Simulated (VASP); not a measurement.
# LiF (P4/mmm) in VASP: notebook

The runs below take LiF through single point, with PBE.

All numbers are computed with VASP 6.6.1; they aren't measurements. Logs are shortened: lines on timing, memory, paths and dates and some standing lists are left out, and cuts for length are marked.

### 1 The cell of the first run

It takes space group P4/mmm (No. 123, tetragonal). Conventional cell: a = 2.560 Å, b = 2.560 Å, c = 2.585 Å, α = 90.00°, β = 90.00°, γ = 90.00°. Li (site symmetry 4/mmm) has 8 F at 2.22 Å and 6 Li at 2.56 to 2.59 Å within 2.9 Å. F (site symmetry 4/mmm) has 8 Li at 2.22 Å and 6 F at 2.56 to 2.59 Å within 2.9 Å.

### 2 Single point, PBE (strain +0.0100 x Voigt [0, 1, 0, 0, 0, 0])

File INCAR:

```
PREC     = Accurate       # precision mode
ENCUT    = 520            # plane-wave cutoff, eV
EDIFF    = 1E-6           # SCF threshold, eV
ISMEAR   = 0              # smearing method
SIGMA    = 0.05           # smearing width, eV
LREAL    = F              # projectors in reciprocal space
LASPH    = T              # aspherical terms in the spheres
NELM     = 60             # most SCF steps
ALGO     = Normal         # electronic algorithm
ISIF     = 2              # what is computed and relaxed
LWAVE    = F              # write WAVECAR
LCHARG   = T              # write CHGCAR
GGA      = PE             # functional
LELF     = T              # ELF
LVHAR    = T            
NBANDS   = 12             # bands
```

File KPOINTS:

```
regular mesh
0
Gamma
  10 10 10
```

File POSCAR:

```
LiF
1.0
    2.5595330000      0.0000000000      0.0000000000
    0.0000000000      2.5851283300      0.0000000000
    0.0000000000      0.0000000000      2.5595330000
Li F
1 1
Direct
    0.0000000000      0.0000000000      0.0000000000
    0.5000000000      0.5000000000      0.5000000000
```

Potentials or basis: VASP PAW PBE potentials, release 64 (Li_sv, F).

Run with:

```
cat potpaw_PBE.64/Li_sv/POTCAR potpaw_PBE.64/F/POTCAR > POTCAR
mpirun -np 1 vasp_std > vasp.out
```

OUTCAR:

```text
PREC = Accurate
   ENCUT = 520
   EDIFF = 1E-6
   ISMEAR = 0
   LREAL = F
   LASPH = T
   NELM = 60
   ISIF = 2
   GGA = PE

 ion  position               nearest neighbor table
   1  0.000  0.000  0.000-   2 2.22   2 2.22   2 2.22   2 2.22   2 2.22   2 2.22   2 2.22   2 2.22

   2  0.500  0.500  0.500-   1 2.22   1 2.22   1 2.22   1 2.22   1 2.22   1 2.22   1 2.22   1 2.22

  LATTYP: Found a simple tetragonal cell.
 ALAT       =     2.5595330000
 C/A-ratio  =     1.0100000000

  Lattice vectors:

 A1 = (  -2.5595330000,   0.0000000000,   0.0000000000)
 A2 = (   0.0000000000,   0.0000000000,   2.5595330000)
 A3 = (   0.0000000000,   2.5851283300,   0.0000000000)

Analysis of symmetry for initial positions (statically):
=====================================================================
 Subroutine PRICEL returns:
 Original cell was already a primitive cell.

 Routine SETGRP: Setting up the symmetry group for a
 simple tetragonal supercell.

 Subroutine GETGRP returns: Found 16 space group operations
 (whereof 16 operations were pure point group operations)
 out of a pool of 16 trial point group operations.

The static configuration has the point symmetry D_4h.

Analysis of symmetry for dynamics (positions and initial velocities):
=====================================================================
 Subroutine PRICEL returns:
 Original cell was already a primitive cell.

 Routine SETGRP: Setting up the symmetry group for a
 simple tetragonal supercell.

 Subroutine GETGRP returns: Found 16 space group operations
 (whereof 16 operations were pure point group operations)
 out of a pool of 16 trial point group operations.

The dynamic configuration has the point symmetry D_4h.

 Subroutine INISYM returns: Found 16 space group operations
 (whereof 16 operations are pure point group operations),
 and found     1 'primitive' translations

----------------------------------------------------------------------------------------

                                     Primitive cell

  volume of cell :      16.9357

  direct lattice vectors                    reciprocal lattice vectors
     2.559533000  0.000000000  0.000000000     0.390696272  0.000000000  0.000000000
     0.000000000  2.585128330  0.000000000     0.000000000  0.386827992  0.000000000
     0.000000000  0.000000000  2.559533000     0.000000000  0.000000000  0.390696272

[... 91 lines left out ...]
   POTIM  = 0.5000    time-step for ionic-motion
   TEBEG  =    0.0;   TEEND  =   0.0 temperature during run
   PSTRESS=    0.0 pullay stress
   NELECT =      10.0000    total number of electrons
   NUPDOWN=      -1.0000    fix difference up-down
   EMIN   =  10.00;   EMAX   =-10.00  energy-range for DOS
   EFERMI =   0.00;   METHOD = LEGACY
   ISMEAR =     0;   SIGMA  =   0.05  broadening in eV -4-tet -1-fermi 0-gaus
   EFERMI_NEDOS =   21; number of points for ismear=-14 and -15
   IALGO  =     38    algorithm
   IMIX   =      4    mixing-type and parameters
     AMIX     =   0.40;   BMIX     =  1.00
     AMIX_MAG =   1.60;   BMIX_MAG =  1.00
  volume/ion in A,a.u.               =       8.47        57.14
  Fermi-wavevector in a.u.,A,eV,Ry     =   1.373431  2.595409 25.664858  1.886314
  Thomas-Fermi vector in A             =   2.498949
   LORBIT       =      0    0 simple, 1 ext, 2 COOP (PROOUT), +10 PAW based schemes
   GGA     = PE    functional components
   LHFCALC =     F    Hartree Fock is set to
   AEXX    =    0.0000 exact exchange contribution
   IVDW    =     0    specifies the selected vdW correction
   LEPSILON=     F    determine dielectric tensor
   LRPA    =     F    only Hartree local field effects (RPA)
 non-spin polarized calculation
 Gauss-broadening in eV      SIGMA  =   0.05
  energy-cutoff  :      520.00
  volume of cell :       16.94
 maximum number of plane-waves:       468
 NGX is ok and might be reduce to    20
   NGX =  9   NGY =  9   NGZ =  9

 number of electron      10.0000011 magnetization

 Free energy of the ion-electron system (eV)
  ---------------------------------------------------
  ext. energy  EPLUGINS =         0.00000000
  ---------------------------------------------------
  free energy    TOTEN  =        -9.04739126 eV

  energy without entropy =       -9.04739126  energy(sigma->0) =       -9.04739126

 E-fermi :   0.3136     XC(G=0):  -9.8846

 val. band max:        0.0314700738   @ k =   0.5000   0.5000   0.0000
 cond. band min:       7.4396806516   @ k =   0.0000   0.0000   0.0000
 fundamental gap:      7.4082105778
 Fermi energy:         0.3136447715

 k-point     1 :       0.0000    0.0000    0.0000
  band No.  band energies     occupation
      1     -42.8623      2.00000
      2     -20.7427      2.00000
      3      -0.7187      2.00000
      4      -0.6138      2.00000
      5      -0.6138      2.00000
      6       7.4397      0.00000
      7      18.6637      0.00000
      8      18.9085      0.00000
      9      20.6040      0.00000
     10      20.8785      0.00000
     11      20.8785      0.00000
     12      38.0041      0.00000
[... 331 lines left out ...]
 k-point    24 :       0.5000    0.3000    0.0000
  band No.  band energies     occupation
      1     -42.7933      2.00000
      2     -19.9673      2.00000
      3      -3.3530      2.00000
      4      -2.3089      2.00000
      5      -0.0593      2.00000
      6      11.7039      0.00000
      7      13.4462      0.00000
      8      15.1105      0.00000
      9      21.6026      0.00000
     10      22.0794      0.00000
     11      29.8271      0.00000
     12      32.0680      0.00000

 [... further k-points ...]

------------------------ aborting loop because EDIFF is reached ----------------------------------------

  FORCE on cell =-STRESS in cart. coord.  units (eV):
  Direction    XX          YY          ZZ          XY          YZ          ZX
  --------------------------------------------------------------------------------------
  -------------------------------------------------------------------------------------
  Total       -0.0126832     -0.3041970     -0.0126832     -0.0000000     -0.0000000      0.0000000
  in kB       -1.1998787    -28.7780854     -1.1998787     -0.0000000     -0.0000000      0.0000000
  external PRESSURE =     -10.3926142 kB  Pullay stress =       0.0000000 kB

 VOLUME and BASIS-vectors are now :
 -----------------------------------------------------------------------------
  energy-cutoff  :      520.00
  volume of cell :       16.94
      direct lattice vectors                 reciprocal lattice vectors
     2.559533000  0.000000000  0.000000000     0.390696272  0.000000000  0.000000000
     0.000000000  2.585128330  0.000000000     0.000000000  0.386827992  0.000000000
     0.000000000  0.000000000  2.559533000     0.000000000  0.000000000  0.390696272

 POSITION                                       TOTAL-FORCE (eV/Angst)
 -----------------------------------------------------------------------------------
      0.00000      0.00000      0.00000         0.000000      0.000000      0.000000
      1.27977      1.29256      1.27977         0.000000      0.000000      0.000000
 -----------------------------------------------------------------------------------
    total drift:                               -0.000000      0.000000      0.000000

  FREE ENERGIE OF THE ION-ELECTRON SYSTEM (eV)
  ---------------------------------------------------
  free  energy   TOTEN  =        -9.0473912642 eV

  energy  without entropy=       -9.0473912642  energy(sigma->0) =       -9.04739126
```

OSZICAR:

```text
N       E                     dE             d eps       ncg     rms          rms(c)
DAV:   1     0.299092628413E+02    0.29909E+02   -0.53342E+03  3136   0.840E+02
DAV:   2    -0.857931870495E+01   -0.38489E+02   -0.37868E+02  3808   0.183E+02
DAV:   3    -0.958296133464E+01   -0.10036E+01   -0.10020E+01  3808   0.254E+01
DAV:   4    -0.959462343239E+01   -0.11662E-01   -0.11662E-01  3392   0.282E+00
DAV:   5    -0.959479753307E+01   -0.17410E-03   -0.17410E-03  3764   0.262E-01    0.450E+00
DAV:   6    -0.905893157912E+01    0.53587E+00   -0.25325E+00  3136   0.959E+00    0.142E+00
DAV:   7    -0.905051218722E+01    0.84194E-02   -0.17440E-02  3952   0.117E+00    0.855E-01
DAV:   8    -0.904728024453E+01    0.32319E-02   -0.15136E-02  4004   0.130E+00    0.115E-01
DAV:   9    -0.904731099628E+01   -0.30752E-04   -0.62544E-04  3608   0.231E-01    0.494E-02
DAV:  10    -0.904739122024E+01   -0.80224E-04   -0.12245E-04  3268   0.911E-02    0.723E-03
DAV:  11    -0.904739126418E+01   -0.43940E-07   -0.16168E-06  3944   0.110E-02
   1 F= -.90473913E+01 E0= -.90473913E+01  d E =-.838045E-18
```

Wall time 11 s (1 thread of Intel Xeon Platinum 8488C (Sapphire Rapids), shared host); peak memory 0.13 GiB.

Results:

```yaml
Free_energy: -9.0474 eV
Band_gap_on_the_k_mesh: 7.41 eV, indirect (least direct gap 8.05 eV)
```

Levels at points of the mesh, in eV from the valence-band top:
```tsv
k point	band 1	band 2	band 3	band 4	band 5	band 6	band 7	band 8	band 9	band 10
(0.00, 0.00, 0.00)	-42.89	-20.77	-0.75	-0.65	-0.65	7.41	18.63	18.88	20.57	20.85
(0.50, 0.00, 0.00)	-42.85	-20.31	-3.64	-0.35	-0.26	9.02	13.91	19.96	20.32	23.98
(0.00, 0.50, 0.00)	-42.85	-20.35	-3.64	-0.28	-0.28	9.09	13.78	20.21	20.21	24.06
(0.50, 0.50, 0.00)	-42.81	-19.82	-3.24	-3.21	0.00	13.24	13.47	13.63	19.31	23.78
(0.50, 0.00, 0.50)	-42.81	-19.79	-3.20	-3.20	-0.07	13.32	13.54	13.54	19.14	23.56
(0.50, 0.50, 0.50)	-42.78	-19.39	-2.25	-2.25	-2.21	11.04	11.04	11.13	23.79	24.03
```

Caveat: the cell differs from its parent crystal (strain +0.0100 x Voigt [0, 1, 0, 0, 0, 0]); the cutoff is under 1.25 times the usual one of these potentials, so pressure, stress and relaxed cells hold a basis-set (Pulay) error. A k mesh can miss the band edges.

(Continued in part 2 of 2.)
